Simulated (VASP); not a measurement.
The system is NaCa2H2.

```
Na Ca H
1.0
     4.63121    0.00000    0.00000
    -2.31561    4.01075    0.00000
     0.00000    0.00000    3.70550
Na Ca H
1 2 2
Cartesian
  0.0000 0.0000 2.4023
  0.0000 2.6738 0.1731
  2.3156 1.3369 0.1731
  0.0000 2.6738 2.3016
  2.3156 1.3369 2.3016
```

```yaml
Program: VASP 6.6.1
Task: relaxation of cell and atoms
Functional: PBE
Potentials_or_basis: VASP PAW PBE potentials, release 64 (Na_pv, Ca_sv, H)
Cutoff: 600 eV
k_mesh: 6 × 6 × 6
Occupations: gaussian, width 0.1 eV
Spin: no spin polarisation
```

At the start: pressure 28.8 GPa; volume 13.77 Å³/atom.

**Question.** Where does the relaxation end?

**Answer.** Over 13 steps the energy falls by 977.6 meV/atom and the volume is 29.66 Å³/atom (+115.5 %); space group P6mm (No. 183, to 0.05 Å).

The path:
| step | energy change (eV) | largest force (eV/Å) | pressure (GPa) | volume (Å³) |
| --- | --- | --- | --- | --- |
| 1 | 0.0000 | 5.9009 | 28.80 | 68.83 |
| 2 | -3.1750 | 1.7171 | 6.99 | 96.20 |
| 3 | -3.2310 | 1.1693 | 8.53 | 88.32 |
| 4 | -3.2291 | 1.4501 | 7.71 | 91.65 |
| 5 | -3.9388 | 0.6363 | 3.34 | 106.74 |
| 6 | -4.2511 | 0.1542 | 0.12 | 125.74 |
| 7 | -4.2692 | 0.0997 | -0.49 | 131.55 |
| 8 | -4.6363 | 0.0721 | -0.36 | 135.97 |
| 9 | -4.8631 | 0.2705 | 0.57 | 140.97 |
| 10 | -4.8628 | 0.2869 | 0.62 | 141.12 |
| 11 | -4.8852 | 0.0310 | 0.25 | 145.49 |
| 12 | -4.8861 | 0.0758 | 0.16 | 146.64 |
| 13 | -4.8878 | 0.0313 | 0.02 | 148.30 |

Final structure:
```
Na Ca H
1.0
     6.37971    0.00000    0.00000
    -3.18986    5.52499    0.00000
     0.00000    0.00000    4.20735
Na Ca H
1 2 2
Direct
  0.00000 0.00000 0.61263
  0.33333 0.66667 0.09338
  0.66667 0.33333 0.09338
  0.33333 0.66667 0.59233
  0.66667 0.33333 0.59233
```

Caveat: the volume moved by over 15 % at a fixed basis, so the end points are rough.
